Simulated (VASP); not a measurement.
Crystal: Fe.

```
Fe
1.0
    -1.43450    1.43450    1.43450
     1.43450   -1.43450    1.43450
     1.43450    1.43450   -1.43450
Fe
1
Cartesian
  0.0000 0.0000 0.0000
```

Base run:

```yaml
Program: VASP 6.6.1
Functional: PBE
Potentials_or_basis: VASP PAW PBE potentials, release 64 (Fe)
Cutoff: 600 eV
k_mesh: 14 × 14 × 14
Occupations: gaussian, width 0.1 eV
Spin: collinear spin, ferromagnetic start
Starting_moments: "[4.0] μB"
```

Its results: pressure -7.3 GPa; site moments Fe +2.24 μB.

The run is repeated on the same cell with these changes: moments at the start from [4.0] to [3.05]; fixed moment from none to 3.05 μB. What comes out?

Pressure 14.6 GPa; site moments Fe +3.00 μB.

Caveats: the total moment is fixed, so each spin has its own Fermi level (some runs).
